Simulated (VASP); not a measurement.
Here is a VASP 6.6.1 calculation.

File POSCAR:

```
Nb
1.0
   -1.6639500000      1.6639500000      1.6639500000
    1.6639500000     -1.6639500000      1.6639500000
    1.6639500000      1.6639500000     -1.6639500000
Nb
1
Direct
    0.0000000000      0.0000000000      0.0000000000
```

The input INCAR.step1:

```
  PREC = Accurate
  ENCUT = 520
  ISMEAR = 0
  SIGMA = 0.15
  LREAL = False
  LASPH = True
  NELM = 60
  NBANDS = 12
  GGA = PE
  ALGO = Normal
  EDIFF = 1E-4
  LWAVE = True
  LCHARG = False
```

The input INCAR.step2:

```
  PREC = Accurate
  ENCUT = 520
  EDIFF = 1E-6
  ISMEAR = 0
  SIGMA = 0.15
  LREAL = False
  LASPH = True
  NELM = 60
  ALGO = Normal
  ISIF = 2
  LWAVE = False
  LCHARG = False
  METAGGA = R2SCAN
  LMIXTAU = True
  NBANDS = 12
  ISTART = 1
```

The input KPOINTS:

```
regular mesh
0
Gamma
  20 20 20
```

Potentials or basis: VASP PAW PBE potentials, release 64 (Nb_sv).

Command:

```console
$ cat potpaw_PBE.64/Nb_sv/POTCAR > POTCAR
$ cp INCAR.step1 INCAR
$ mpirun -np 1 vasp_std > vasp.out
$ cp INCAR.step2 INCAR
$ mpirun -np 1 vasp_std > vasp.out
```

(1) Estimate the pressure.

Answers

(1) -3.9 GPa.

Caveat: the PAW data sets were made with another functional, which shifts forces and pressure a little.
